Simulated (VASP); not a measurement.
# SnO2 (P4_2/mnm) in VASP: a series of runs, part 2 of 2

VASP 6.6.1. Earlier steps stand in the parts before.

**3. Relaxation of cell and atoms, PBE+D3(BJ)**

This run uses another cell than the first one, of 11.92 Å³/atom.

INCAR

```
PREC = Accurate
ENCUT = 600
EDIFF = 1E-7
ISMEAR = 0
SIGMA = 0.02
LREAL = False
LASPH = True
NELM = 80
ALGO = Normal
ISIF = 3
LWAVE = False
LCHARG = False
GGA = PE
IVDW = 12
IBRION = 2
NSW = 100
EDIFFG = -0.005
```

KPOINTS

```
regular mesh
0
Gamma
  6 6 8
```

POSCAR

```
SnO2
1.0
    4.7373500000      0.0000000000      0.0000000000
    0.0000000000      4.7373500000      0.0000000000
    0.0000000000      0.0000000000      3.1864000000
Sn O
2 4
Direct
    0.0000000000      0.0000000000      0.0000000000
    0.5000000000      0.5000000000      0.5000000000
    0.3056200000      0.3056200000      0.0000000000
    0.1943800000      0.8056200000      0.5000000000
    0.6943800000      0.6943800000      0.0000000000
    0.8056200000      0.1943800000      0.5000000000
```

Potentials or basis: VASP PAW PBE potentials, release 64 (Sn_d, O).

Run with:

```
$ cat potpaw_PBE.64/Sn_d/POTCAR potpaw_PBE.64/O/POTCAR > POTCAR
$ mpirun -np 1 vasp_std > vasp.out
```

OUTCAR:

```text
PREC = Accurate
   ENCUT = 600
   EDIFF = 1E-7
   ISMEAR = 0
   LREAL = False
   LASPH = True
   NELM = 80
   ISIF = 3
   GGA = PE
   IVDW = 12
   IBRION = 2
   NSW = 100
   EDIFFG = -0.005
 IVDW          = 12

 ion  position               nearest neighbor table
   1  0.000  0.000  0.000-   3 2.05   5 2.05   4 2.06   6 2.06   4 2.06   6 2.06   2 3.71   2 3.71
                             2 3.71   2 3.71   2 3.71   2 3.71   2 3.71   2 3.71
   2  0.500  0.500  0.500-   4 2.05   6 2.05   5 2.06   3 2.06   3 2.06   5 2.06   1 3.71   1 3.71
                             1 3.71   1 3.71   1 3.71   1 3.71   1 3.71   1 3.71
   3  0.306  0.306  0.000-   1 2.05   2 2.06   2 2.06
   4  0.194  0.806  0.500-   2 2.05   1 2.06   1 2.06
   5  0.694  0.694  0.000-   1 2.05   2 2.06   2 2.06
   6  0.806  0.194  0.500-   2 2.05   1 2.06   1 2.06

  LATTYP: Found a simple tetragonal cell.
 ALAT       =     4.7373500000
 C/A-ratio  =     0.6726123255

  Lattice vectors:

 A1 = (   4.7373500000,   0.0000000000,   0.0000000000)
 A2 = (   0.0000000000,   4.7373500000,   0.0000000000)
 A3 = (   0.0000000000,   0.0000000000,   3.1864000000)

Analysis of symmetry for initial positions (statically):
=====================================================================
 Subroutine PRICEL returns:
 Original cell was already a primitive cell.

 Routine SETGRP: Setting up the symmetry group for a
 simple tetragonal supercell.
[... 160 lines left out ...]
 conjugate gradient relaxation of ions
 non-spin polarized calculation
 Gauss-broadening in eV      SIGMA  =   0.02
  energy-cutoff  :      600.00
  volume of cell :       71.51
 maximum number of plane-waves:      2409
 NGX is ok and might be reduce to    40
   NGX = 19   NGY = 19   NGZ = 13

--------------------------------------- Ionic step        1  -------------------------------------------

 number of electron      52.0000000 magnetization

 Free energy of the ion-electron system (eV)
  ---------------------------------------------------
  ext. energy  EPLUGINS =         0.00000000
  ---------------------------------------------------
  free energy    TOTEN  =       -37.17495458 eV

  energy without entropy =      -37.17495458  energy(sigma->0) =      -37.17495458

------------------------ aborting loop because EDIFF is reached ----------------------------------------

 Edisp (eV)   -1.34027

 E8    (eV) :    -0.5389
[... 299 lines left out ...]
--------------------------------------- Ionic step        8  -------------------------------------------

 number of electron      52.0000004 magnetization

 Free energy of the ion-electron system (eV)
  ---------------------------------------------------
  ext. energy  EPLUGINS =         0.00000000
  ---------------------------------------------------
  free energy    TOTEN  =       -37.30068601 eV

  energy without entropy =      -37.30068601  energy(sigma->0) =      -37.30068601

 E-fermi :   5.8513     XC(G=0): -11.0531

 val. band max:        5.6929181192   @ k =   0.0000   0.0000   0.0000
 cond. band min:       6.4896711119   @ k =   0.0000   0.0000   0.0000
 fundamental gap:      0.7967529926
 Fermi energy:         5.8512891600

 k-point     1 :       0.0000    0.0000    0.0000
  band No.  band energies     occupation
      1     -15.3588      2.00000
      2     -14.6515      2.00000
      3     -14.4555      2.00000
      4     -14.4279      2.00000
      5     -14.4279      2.00000
      6     -14.3669      2.00000
[... 805 lines left out ...]
     30      14.1699      0.00000
     31      14.8656      0.00000

 [... further k-points ...]

------------------------ aborting loop because EDIFF is reached ----------------------------------------

 Edisp (eV)   -1.28629

 E8    (eV) :    -0.5171
[... 29 lines left out ...]
  FREE ENERGIE OF THE ION-ELECTRON SYSTEM (eV)
  ---------------------------------------------------
  free  energy   TOTEN  =       -38.5869752916 eV

  energy  without entropy=      -38.5869752916  energy(sigma->0) =      -38.58697529

 reached required accuracy - stopping structural energy minimisation
```

OSZICAR:

```text
N       E                     dE             d eps       ncg     rms          rms(c)
DAV:   1     0.696684334087E+03    0.69668E+03   -0.28698E+04  3345   0.287E+03
[... 78 lines left out ...]
DAV:   1    -0.373007542484E+02    0.49647E-03   -0.17439E-03  3906   0.664E-01    0.568E-02
DAV:   2    -0.373006967476E+02    0.57501E-04   -0.16430E-04  4221   0.145E-01    0.200E-02
DAV:   3    -0.373006856331E+02    0.11115E-04   -0.20995E-05  4427   0.107E-01    0.621E-03
DAV:   4    -0.373006850301E+02    0.60306E-06   -0.39185E-06  4321   0.471E-02    0.112E-03
DAV:   5    -0.373006855772E+02   -0.54714E-06   -0.10581E-06  3517   0.926E-03    0.536E-04
DAV:   6    -0.373006859612E+02   -0.38397E-06   -0.38416E-08  1676   0.207E-03    0.237E-04
DAV:   7    -0.373006860098E+02   -0.48584E-07   -0.59107E-09  1599   0.132E-03
   8 F= -.38586975E+02 E0= -.38586975E+02  d E =-.573208E-05
```

Wall time 9.5 min (1 thread of AMD EPYC 9R14 (Zen 4), shared host); peak memory 0.26 GiB.

What came out:

| Property | Result |
| --- | --- |
| Free energy | -38.5870 eV |
| Relaxed volume | 12.40 Å³/atom |
| Relaxed cell | a = 4.796 Å, b = 4.796 Å, c = 3.234 Å, α = 90.00°, β = 90.00°, γ = 90.00° |
| Space group after relaxing (to 0.1 Å) | P4_2/mnm (No. 136) |
| Energy gained by relaxing | 12.0 meV/atom |
| Ionic steps | 8 |
| Pressure after relaxing | 0.0 GPa |
| Band gap on the k mesh | 0.80 eV |
| Dispersion energy per atom | -0.214 eV |

The path:
```
step  energy change (eV)  largest force (eV/Å)  pressure (GPa)  volume (Å³)
   1              0.0000                0.0563            8.22        71.51
   2              0.0349                0.2668           -8.30        78.03
   3             -0.0705                0.1096           -0.02        74.33
   4             -0.0705                0.1067            0.14        74.27
   5             -0.0717                0.0088            0.08        74.36
   6             -0.0717                0.0021            0.07        74.37
   7             -0.0717                0.0014           -0.07        74.43
   8             -0.0718                0.0005            0.01        74.40
```

Final structure:
```
CELL_PARAMETERS angstrom
4.79640 0.00000 0.00000
0.00000 4.79640 0.00000
0.00000 0.00000 3.23399
ATOMIC_POSITIONS crystal
Sn 0.00000 0.00000 0.00000
Sn 0.50000 0.50000 0.50000
O 0.30618 0.30618 0.00000
O 0.19382 0.80618 0.50000
O 0.69382 0.69382 0.00000
O 0.80618 0.19382 0.50000
```

Levels at points of the mesh, in eV from the valence-band top:
```tsv
k point	band 22	band 23	band 24	band 25	band 26	band 27	band 28	band 29	band 30	band 31
(0.00, 0.00, 0.00)	-1.26	-1.26	-0.75	-0.75	0.00	0.80	5.79	6.10	6.10	10.17
(0.50, 0.00, 0.00)	-1.92	-1.21	-1.21	-0.61	-0.61	4.02	4.02	6.86	6.86	10.59
(0.50, 0.50, 0.00)	-1.91	-1.34	-1.34	-0.86	-0.86	4.41	4.41	7.23	7.23	10.66
(0.00, 0.00, 0.50)	-2.60	-1.56	-1.56	-1.20	-1.20	5.73	5.73	9.47	9.47	10.36
(0.50, 0.00, 0.50)	-1.68	-1.04	-1.04	-0.73	-0.73	6.00	6.00	7.75	7.75	10.65
(0.50, 0.50, 0.50)	-2.40	-0.92	-0.92	-0.79	-0.79	4.47	4.47	8.71	8.71	10.65
```

Caveat: spin-orbit coupling is left out, which moves the levels of the heavy elements.

**4. Single point, PBE+D3(BJ)**

INCAR

```
SYSTEM = SnO2
  ALGO = Normal
  EDIFF = 1E-7
  ENCUT = 520
  GGA = PE
  ISIF = 2
  ISMEAR = 0
  IVDW = 12
  LASPH = .TRUE.
  LCHARG = .FALSE.
  LREAL = .FALSE.
  LWAVE = .FALSE.
  NBANDS = 35
  NELM = 80
  PREC = Accurate
  SIGMA = 0.02
```

KPOINTS

```
k-points
0
G
  6 6 8
  0 0 0
```

POSCAR

```
SnO2
1.0
    4.7933845485      0.0000000000      0.0000000000
    0.0000000000      4.7933845485      0.0000000000
    0.0000000000      0.0000000000      3.2300448772
Sn O
2 4
Direct
    0.0000000000      0.0000000000      0.0000000000
    0.5000000000      0.5000000000      0.5000000000
    0.3062105638      0.3062105638      0.0000000000
    0.1937894362      0.8062105638      0.5000000000
    0.6937894362      0.6937894362      0.0000000000
    0.8062105638      0.1937894362      0.5000000000
```

Run with:

```
$ cat potpaw_PBE.64/Sn_d/POTCAR potpaw_PBE.64/O/POTCAR > POTCAR
$ mpirun -np 1 vasp_std > vasp.out
```

It took 57 s on 1 thread of Intel Xeon 6975P-C (Granite Rapids), shared host; peak memory 0.24 GiB.

Results (log left out):

```
Free energy                : -38.5835 eV
Pressure                   : 0.7 GPa
Largest force              : 0.015 eV/Å
Band gap on the k mesh     : 0.83 eV
Dispersion energy per atom : -0.215 eV
```

Forces in eV/Å, atoms in the order of the input:
```
Sn   0.000  0.000  0.000
Sn   0.000  0.000  0.000
O   -0.010 -0.010  0.000
O    0.010 -0.010  0.000
O    0.010  0.010  0.000
O   -0.010  0.010  0.000
```

Stress tensor (GPa, compression positive):
```
0.56 0.00 0.00
0.00 0.56 0.00
0.00 0.00 0.83
```

Levels at points of the mesh, in eV from the valence-band top:
| k point | band 24 | band 25 | band 26 | band 27 | band 28 | band 29 |
| --- | --- | --- | --- | --- | --- | --- |
| (0.00, 0.00, 0.00) | -0.75 | -0.75 | 0.00 | 0.83 | 5.82 | 6.12 |
| (0.50, 0.00, 0.00) | -1.21 | -0.61 | -0.61 | 4.04 | 4.04 | 6.87 |
| (0.50, 0.50, 0.00) | -1.33 | -0.86 | -0.86 | 4.44 | 4.44 | 7.25 |
| (0.00, 0.00, 0.50) | -1.57 | -1.20 | -1.20 | 5.76 | 5.76 | 9.49 |
| (0.50, 0.00, 0.50) | -1.04 | -0.73 | -0.73 | 6.03 | 6.03 | 7.76 |
| (0.50, 0.50, 0.50) | -0.93 | -0.79 | -0.79 | 4.49 | 4.49 | 8.72 |

Caveat: spin-orbit coupling is left out, which moves the levels of the heavy elements. Expect the measured gap to be larger: semilocal functionals such as PBE lack the derivative discontinuity.

**5. Relaxation of cell and atoms, PBE+D3(BJ)**

This run uses another cell than the first one, of 11.92 Å³/atom.

INCAR

```
PREC = Accurate
ENCUT = 600
EDIFF = 1E-7
ISMEAR = 0
SIGMA = 0.02
LREAL = False
LASPH = True
NELM = 80
ALGO = Normal
ISIF = 3
LWAVE = False
LCHARG = False
GGA = PE
IVDW = 12
IBRION = 2
NSW = 100
EDIFFG = -0.005
```

KPOINTS

```
regular mesh
0
Gamma
  6 6 8
```

POSCAR

```
SnO2
1.0
    4.7373500000      0.0000000000      0.0000000000
    0.0000000000      4.7373500000      0.0000000000
    0.0000000000      0.0000000000      3.1864000000
Sn O
2 4
Direct
    0.0000000000      0.0000000000      0.0000000000
    0.5000000000      0.5000000000      0.5000000000
    0.3056200000      0.3056200000      0.0000000000
    0.1943800000      0.8056200000      0.5000000000
    0.6943800000      0.6943800000      0.0000000000
    0.8056200000      0.1943800000      0.5000000000
```

Run with:

```
$ cat potpaw_PBE.64/Sn_d/POTCAR potpaw_PBE.64/O/POTCAR > POTCAR
$ mpirun -np 1 vasp_std > vasp.out
```

It took 6.2 min on 1 thread of Intel Xeon 6975P-C (Granite Rapids), shared host; peak memory 0.28 GiB.

Results (log left out):

```yaml
Free_energy: -38.5870 eV
Relaxed_volume: 12.40 Å³/atom
Relaxed_cell: a = 4.796 Å, b = 4.796 Å, c = 3.234 Å, α = 90.00°, β = 90.00°, γ = 90.00°
Space_group_after_relaxing_to_0.1_Å: P4_2/mnm (No. 136)
Energy_gained_by_relaxing: 12.0 meV/atom
Ionic_steps: 8
Pressure_after_relaxing: 0.0 GPa
Band_gap_on_the_k_mesh: 0.80 eV
Dispersion_energy_per_atom: -0.214 eV
```

Step by step:
```
step  energy change (eV)  largest force (eV/Å)  pressure (GPa)  volume (Å³)
   1              0.0000                0.0563            8.22        71.51
   2              0.0349                0.2668           -8.30        78.03
   3             -0.0705                0.1096           -0.02        74.33
   4             -0.0705                0.1067            0.14        74.27
   5             -0.0717                0.0088            0.08        74.36
   6             -0.0717                0.0021            0.07        74.37
   7             -0.0717                0.0014           -0.07        74.43
   8             -0.0718                0.0005            0.01        74.40
```

Final structure:
```yaml
crystal:
  lattice:
    - [4.79640, 0.00000, 0.00000]
    - [0.00000, 4.79640, 0.00000]
    - [0.00000, 0.00000, 3.23399]
  atoms:
    - { symbol: Sn, position: [0.00000, 0.00000, 0.00000] }
    - { symbol: Sn, position: [0.50000, 0.50000, 0.50000] }
    - { symbol: O, position: [0.30618, 0.30618, 0.00000] }
    - { symbol: O, position: [0.19382, 0.80618, 0.50000] }
    - { symbol: O, position: [0.69382, 0.69382, 0.00000] }
    - { symbol: O, position: [0.80618, 0.19382, 0.50000] }
```

Levels at points of the mesh, in eV from the valence-band top:
| k point | band 24 | band 25 | band 26 | band 27 | band 28 | band 29 |
| --- | --- | --- | --- | --- | --- | --- |
| (0.00, 0.00, 0.00) | -0.75 | -0.75 | 0.00 | 0.80 | 5.79 | 6.10 |
| (0.50, 0.00, 0.00) | -1.21 | -0.61 | -0.61 | 4.02 | 4.02 | 6.86 |
| (0.50, 0.50, 0.00) | -1.34 | -0.86 | -0.86 | 4.41 | 4.41 | 7.23 |
| (0.00, 0.00, 0.50) | -1.56 | -1.20 | -1.20 | 5.73 | 5.73 | 9.47 |
| (0.50, 0.00, 0.50) | -1.04 | -0.73 | -0.73 | 6.00 | 6.00 | 7.75 |
| (0.50, 0.50, 0.50) | -0.92 | -0.79 | -0.79 | 4.47 | 4.47 | 8.71 |

Caveat: spin-orbit coupling is left out, which moves the levels of the heavy elements.
